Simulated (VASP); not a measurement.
Input of a VASP 6.6.1 run:

Contents of INCAR:

```
SYSTEM = BaTiO3
PREC     = Accurate       ! precision mode
ENCUT    = 520            ! plane-wave cutoff, eV
EDIFF    = 1E-7           ! SCF threshold, eV
ISMEAR   = 0              ! smearing method
SIGMA    = 0.01           ! smearing width, eV
LREAL    = .FALSE.        ! projectors in reciprocal space
LASPH    = .TRUE.         ! aspherical terms in the spheres
NELM     = 150            ! most SCF steps
ALGO     = Normal         ! electronic algorithm
ISIF     = 2              ! what is computed and relaxed
LWAVE    = .FALSE.        ! write WAVECAR
LCHARG   = .TRUE.         ! write CHGCAR
LMAXMIX  = 4              ! l up to which the mixer works
LDAU     = .TRUE.         ! DFT+U
LDAUTYPE = 2            
LDAUL    = -1 2 -1        ! shell
LDAUU    = 0 2 0          ! U, eV
LDAUJ    = 0 0 0        
LDAUPRINT= 1            
GGA      = PE             ! functional
LELF     = .TRUE.         ! ELF
LVHAR    = .TRUE.       
NBANDS   = 28             ! bands
```

KPOINTS

```
Automatic mesh
0
G
  4 4 4
  0 0 0
```

POSCAR

```
BaTiO3
1.0
    3.9998000000      0.0000000000      0.0000000000
    0.0000000000      3.9998000000      0.0000000000
    0.0000000000      0.0000000000      4.0180000000
Ba Ti O
1 1 3
Direct
    0.0000000000      0.0000000000      0.0000000000
    0.5000000000      0.5000000000      0.4900000000
    0.5000000000      0.5000000000      0.0190000000
    0.5000000000      0.0000000000      0.5170000000
    0.0000000000      0.5000000000      0.5170000000
```

Potentials or basis: VASP PAW PBE potentials, release 64 (Ba_sv, Ti_sv, O).

Command:

```bash
$ cat potpaw_PBE.64/Ba_sv/POTCAR potpaw_PBE.64/Ti_sv/POTCAR potpaw_PBE.64/O/POTCAR > POTCAR
$ mpirun -np 1 vasp_std > vasp.out
```

**Question.** What does it give for the pressure?

**Answer.** 5.8 GPa.

**Question.** Estimate the band gap on the k mesh.

**Answer.** 1.99 eV (least direct gap 2.29 eV).

**Question.** Estimate the largest force.

**Answer.** 0.104 eV/Å.

Stress tensor (GPa, compression positive):
```
5.46 0.00 0.00
0.00 5.46 0.00
0.00 0.00 6.61
```

Caveat: the cell stands under pressure; spin-orbit coupling is left out, which moves the levels of the heavy elements. A k mesh can miss the band edges.
